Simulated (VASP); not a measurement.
# SnH3 (R-3c) in VASP: a series of runs

Aim: see how the results for SnH3 move with the level of theory and the settings. Levels: PBE+D3(BJ), PBE. Tasks: single point.

Everything below comes from runs of VASP 6.6.1. Logs are shortened: lines on timing, memory, paths and dates and some standing lists are left out, and cuts for length are marked.

## 1. The cell of the first run

The typed cell holds 8 atoms: a = 5.540 Å, b = 5.540 Å, c = 5.587 Å, α = 119.72°, β = 119.72°, γ = 60.00°.

## 2. Single point, PBE+D3(BJ)

INCAR reads:

```
  PREC = Accurate
  ENCUT = 520
  EDIFF = 1E-6
  ISMEAR = 1
  SIGMA = 0.005
  LREAL = False
  LASPH = True
  NELM = 60
  ALGO = Normal
  ISIF = 2
  LWAVE = False
  LCHARG = True
  GGA = PE
  IVDW = 12
  LELF = True
  LVHAR = True
  NBANDS = 27
```

KPOINTS reads:

```
regular mesh
0
Gamma
  5 5 5
```

POSCAR reads:

```
SnH3
1.0
    2.7698026386      4.7974388969     -0.0000001818
   -2.7698026386      4.7974388969     -0.0000001818
    0.0000000000     -3.1982924244      4.5811747548
Sn H
2 6
Direct
    0.0000000000      0.0000000000      0.0000000000
    0.5000000000      0.5000000000      0.5000000000
    0.7496949432      0.7503050568      0.7500000000
    0.2500000000      0.7496949432      0.7500000000
    0.7503050568      0.2500000000      0.7500000000
    0.2503050568      0.2496949432      0.2500000000
    0.7500000000      0.2503050568      0.2500000000
    0.2496949432      0.7500000000      0.2500000000
```

Potentials or basis: VASP PAW PBE potentials, release 64 (Sn_d, H).

The run is started by

```bash
> cat potpaw_PBE.64/Sn_d/POTCAR potpaw_PBE.64/H/POTCAR > POTCAR
> mpirun -np 1 vasp_std > vasp.out
```

OUTCAR:

```text
PREC = Accurate
   ENCUT = 520
   EDIFF = 1E-6
   ISMEAR = 1
   LREAL = False
   LASPH = True
   NELM = 60
   ISIF = 2
   GGA = PE
   IVDW = 12
 IVDW          = 12

 ion  position               nearest neighbor table
   1  0.000  0.000  0.000-   3 1.97   6 1.97   5 1.97   8 1.97   7 1.97   4 1.97
   2  0.500  0.500  0.500-   3 1.97   6 1.97   4 1.97   7 1.97   5 1.97   8 1.97
   3  0.750  0.750  0.750-   1 1.97   2 1.97
   4  0.250  0.750  0.750-   2 1.97   1 1.97
   5  0.750  0.250  0.750-   1 1.97   2 1.97
   6  0.250  0.250  0.250-   1 1.97   2 1.97
   7  0.750  0.250  0.250-   2 1.97   1 1.97
   8  0.250  0.750  0.250-   1 1.97   2 1.97

  LATTYP: Found a trigonal (rhomboedric) cell.
 ALAT       =     5.5871492342
 COS(alpha) =     0.5084733139

  Lattice vectors:

 A1 = (  -2.7698026386,   1.5991464725,   4.5811745730)
 A2 = (   0.0000000000,  -3.1982924244,   4.5811747548)
 A3 = (   2.7698026386,   1.5991464725,   4.5811745730)

Analysis of symmetry for initial positions (statically):
=====================================================================
 Subroutine PRICEL returns:
 Original cell was already a primitive cell.

 Routine SETGRP: Setting up the symmetry group for a
 trigonal (rhombohedral) supercell.

 Subroutine GETGRP returns: Found 12 space group operations
 (whereof  6 operations were pure point group operations)
 out of a pool of 12 trial point group operations.

The static configuration has the point symmetry S_6 .
 The point group associated with its full space group is D_3d.

Analysis of symmetry for dynamics (positions and initial velocities):
=====================================================================
 Subroutine PRICEL returns:
 Original cell was already a primitive cell.

 Routine SETGRP: Setting up the symmetry group for a
 trigonal (rhombohedral) supercell.

 Subroutine GETGRP returns: Found 12 space group operations
 (whereof  6 operations were pure point group operations)
 out of a pool of 12 trial point group operations.

The dynamic configuration has the point symmetry S_6 .
 The point group associated with its full space group is D_3d.

 Subroutine INISYM returns: Found 12 space group operations
 (whereof  6 operations are pure point group operations),
 and found     1 'primitive' translations

----------------------------------------------------------------------------------------

                                     Primitive cell

  volume of cell :     121.7489

  direct lattice vectors                    reciprocal lattice vectors
     2.769802639  4.797438897 -0.000000182     0.180518277  0.104222279  0.072761539
    -2.769802639  4.797438897 -0.000000182    -0.180518277  0.104222279  0.072761539
     0.000000000 -3.198292424  4.581174755     0.000000000  0.000000008  0.218284628

  length of vectors
     5.539605277  5.539605277  5.587149234     0.220779014  0.220779014  0.218284628

  position of ions in fractional coordinates (direct lattice)
     0.000000000  0.000000000  0.000000000
     0.500000000  0.500000000  0.500000000
     0.749694943  0.750305057  0.750000000
     0.250000000  0.749694943  0.750000000
     0.750305057  0.250000000  0.750000000
     0.250305057  0.249694943  0.250000000
     0.750000000  0.250305057  0.250000000
     0.249694943  0.750000000  0.250000000

  ion indices of the primitive-cell ions
   primitive index   ion index
                 1           1
                 2           2
                 3           3
                 4           4
                 5           5
                 6           6
                 7           7
                 8           8

----------------------------------------------------------------------------------------

 KPOINTS: regular mesh

Automatic generation of k-mesh.
 Grid dimensions read from file:
 generate k-points for:    5    5    5

 Generating k-lattice:

  Cartesian coordinates                     Fractional coordinates (reciprocal lattice)
     0.036103655  0.020844456  0.014552308     0.200000000 -0.000000000  0.000000000
    -0.036103655  0.020844456  0.014552308    -0.000000000  0.200000000  0.000000000
     0.000000000  0.000000002  0.043656926     0.000000000  0.000000000  0.200000000

  Length of vectors
     0.044155803  0.044155803  0.043656926

  Shift w.r.t. Gamma in fractional coordinates (k-lattice)
     0.000000000  0.000000000  0.000000000

 Subroutine IBZKPT returns following result:
 ===========================================

 Found     19 irreducible k-points:

 Following reciprocal coordinates:
            Coordinates               Weight
  0.000000  0.000000  0.000000      1.000000
  0.200000  0.000000 -0.000000      6.000000
  0.400000  0.000000 -0.000000      6.000000
  0.200000  0.200000 -0.000000      6.000000
  0.400000  0.200000 -0.000000     12.000000
 -0.400000  0.200000  0.000000     12.000000
[... 11 lines left out ...]
 -0.000000 -0.000000  0.400000      2.000000
  0.200000  0.000000  0.400000      6.000000
   k-points           NKPTS =     19   k-points in BZ     NKDIM =     19   number of bands    NBANDS=     27
   number of dos      NEDOS =    301   number of ions     NIONS =      8
   total plane-waves  NPLWV =  74088
   dimension x,y,z NGX =    42 NGY =   42 NGZ =   42
   dimension x,y,z NGXF=    84 NGYF=   84 NGZF=   84
   ions per type =               2   6
   NGX,Y,Z   is equivalent  to a cutoff of  12.60, 12.60, 12.50 a.u.
   NGXF,Y,Z  is equivalent  to a cutoff of  25.21, 25.21, 24.99 a.u.
 SYSTEM =  unknown system
   PREC   = accura    normal or accurate (medium, high low for compatibility)
   ISTART =      0    job   : 0-new  1-cont  2-samecut
   ICHARG =      2    charge: 1-file 2-atom 10-const
   ISPIN  =      1    spin polarized calculation?
   LNONCOLLINEAR =      F non collinear calculations
   LSORBIT =      F    spin-orbit coupling
   LASPH  =      T    aspherical Exc in radial PAW
   ENCUT  =  520.0 eV  38.22 Ry    6.18 a.u.  10.30 10.30 10.39*2*pi/ulx,y,z
   NELM   =     60;   NELMIN=  2; NELMDL= -5     # of ELM steps
   EDIFF  = 0.1E-05   stopping-criterion for ELM
   LREAL  =      F    real-space projection
   EDIFFG = 0.1E-04   stopping-criterion for IOM
   NSW    =      0    number of steps for IOM
   IBRION =     -1    ionic relax: 0-MD 1-quasi-New 2-CG
   NFREE  =      0    steps in history (QN), initial steepest desc. (CG)
   ISIF   =      2    stress and relaxation
   ISYM   =      2    0-nonsym 1-usesym 2-fastsym
   POTIM  = 0.5000    time-step for ionic-motion
   TEBEG  =    0.0;   TEEND  =   0.0 temperature during run
   PSTRESS=    0.0 pullay stress
   NELECT =      34.0000    total number of electrons
   NUPDOWN=      -1.0000    fix difference up-down
   EMIN   =  10.00;   EMAX   =-10.00  energy-range for DOS
   EFERMI =   0.00;   METHOD = LEGACY
   ISMEAR =     1;   SIGMA  =   0.01  broadening in eV -4-tet -1-fermi 0-gaus
   EFERMI_NEDOS =   21; number of points for ismear=-14 and -15
   IALGO  =     38    algorithm
   IMIX   =      4    mixing-type and parameters
     AMIX     =   0.40;   BMIX     =  1.00
     AMIX_MAG =   1.60;   BMIX_MAG =  1.00
  volume/ion in A,a.u.               =      15.22       102.70
  Fermi-wavevector in a.u.,A,eV,Ry     =   1.070071  2.022142 15.579390  1.145053
  Thomas-Fermi vector in A             =   2.205770
   LORBIT       =      0    0 simple, 1 ext, 2 COOP (PROOUT), +10 PAW based schemes
   GGA     = PE    functional components
   LHFCALC =     F    Hartree Fock is set to
   AEXX    =    0.0000 exact exchange contribution
   IVDW    =    12    specifies the selected vdW correction
   LEPSILON=     F    determine dielectric tensor
   LRPA    =     F    only Hartree local field effects (RPA)
 non-spin polarized calculation
 Methfessel and Paxton  Order N= 1 SIGMA  =   0.01
  energy-cutoff  :      520.00
  volume of cell :      121.75
 maximum number of plane-waves:      3299
 NGX is ok and might be reduce to    42
   NGX = 21   NGY = 21   NGZ = 21

 number of electron      34.0000012 magnetization

 Free energy of the ion-electron system (eV)
  ---------------------------------------------------
  ext. energy  EPLUGINS =         0.00000000
  ---------------------------------------------------
  free energy    TOTEN  =       -25.18790122 eV

  energy without entropy =      -25.18783727  energy(sigma->0) =      -25.18787990

 E-fermi :   2.5254     XC(G=0):  -7.4798

 val. band max:        2.5232306392   @ k =  -0.4000   0.2000   0.2000
 cond. band min:       2.5374166304   @ k =   0.4000   0.2000   0.2000
 fundamental gap:      0.0141859911
 Fermi energy:         2.5254286097

 k-point     1 :       0.0000    0.0000    0.0000
  band No.  band energies     occupation
      1     -19.3630      2.00000
      2     -19.3630      2.00000
      3     -19.2486      2.00000
      4     -19.2486      2.00000
      5     -19.2432      2.00000
      6     -19.2399      2.00000
[... 19 lines left out ...]
     26      11.5507      0.00000
     27      13.5381      0.00000

 k-point     2 :       0.2000    0.0000   -0.0000
  band No.  band energies     occupation
      1     -19.3523      2.00000
      2     -19.3523      2.00000
      3     -19.2597      2.00000
      4     -19.2597      2.00000
      5     -19.2412      2.00000
      6     -19.2382      2.00000
[... 19 lines left out ...]
     26      10.2864      0.00000
     27      12.3099      0.00000

 k-point     3 :       0.4000    0.0000   -0.0000
  band No.  band energies     occupation
      1     -19.3241      2.00000
      2     -19.3241      2.00000
      3     -19.2887      2.00000
      4     -19.2887      2.00000
      5     -19.2363      2.00000
      6     -19.2334      2.00000
[... 444 lines left out ...]
      1     -19.3241      2.00000
      2     -19.3241      2.00000
      3     -19.2887      2.00000
      4     -19.2887      2.00000
      5     -19.2364      2.00000
      6     -19.2333      2.00000
[... 19 lines left out ...]
     26      10.0239      0.00000
     27      10.1245      0.00000

 k-point    19 :       0.2000    0.0000    0.4000
  band No.  band energies     occupation
      1     -19.3311      2.00000
      2     -19.3235      2.00000
      3     -19.2891      2.00000
      4     -19.2821      2.00000
      5     -19.2351      2.00000
      6     -19.2351      2.00000
[... 19 lines left out ...]
     26       9.5774      0.00000
     27      10.5804      0.00000

------------------------ aborting loop because EDIFF is reached ----------------------------------------

 Edisp (eV)   -0.71052

 E8    (eV) :    -0.2700

  FORCE on cell =-STRESS in cart. coord.  units (eV):
  Direction    XX          YY          ZZ          XY          YZ          ZX
  --------------------------------------------------------------------------------------
  -------------------------------------------------------------------------------------
  Total      -0.11777    -0.11777    -0.11159     0.00000     0.00000     0.00000
  in kB      -1.54986    -1.54986    -1.46842     0.00000     0.00000     0.00000
  external pressure =       -1.52 kB  Pullay stress =        0.00 kB

 VOLUME and BASIS-vectors are now :
 -----------------------------------------------------------------------------
  energy-cutoff  :      520.00
  volume of cell :      121.75
      direct lattice vectors                 reciprocal lattice vectors
     2.769802639  4.797438897 -0.000000182     0.180518277  0.104222279  0.072761539
    -2.769802639  4.797438897 -0.000000182    -0.180518277  0.104222279  0.072761539
     0.000000000 -3.198292424  4.581174755     0.000000000  0.000000008  0.218284628

 POSITION                                       TOTAL-FORCE (eV/Angst)
 -----------------------------------------------------------------------------------
      0.00000      0.00000      0.00000         0.000000      0.000000      0.000000
      0.00000      3.19829      2.29059         0.000000      0.000000      0.000000
     -0.00169      4.79744      3.43588         0.000301      0.000000     -0.000000
     -1.38406      2.39726      3.43588        -0.000150      0.000260     -0.000000
      1.38575      2.40018      3.43588        -0.000150     -0.000260      0.000000
      0.00169      1.59915      1.14529        -0.000301      0.000000      0.000000
      1.38406      3.99933      1.14529         0.000150     -0.000260      0.000000
     -1.38575      3.99640      1.14529         0.000150      0.000260     -0.000000
 -----------------------------------------------------------------------------------
    total drift:                               -0.000000      0.000000     -0.000000

  FREE ENERGIE OF THE ION-ELECTRON SYSTEM (eV)
  ---------------------------------------------------
  free  energy   TOTEN  =       -25.8984218599 eV

  energy  without entropy=      -25.8983579148  energy(sigma->0) =      -25.89840054
```

Wall time 31 s (1 thread of Intel Xeon 6975P-C (Granite Rapids), shared host); peak memory 0.27 GiB.

What came out:

- Free energy: -25.8984 eV
- Pressure: -0.2 GPa
- Band gap on the k mesh: zero (bands 17 and 18 overlap by 1.58 eV)
- Dispersion energy per atom: -0.089 eV

Caveat: three body term missing; spin-orbit coupling is left out, which moves the levels of the heavy elements.

(Continued in part 2 of 2.)
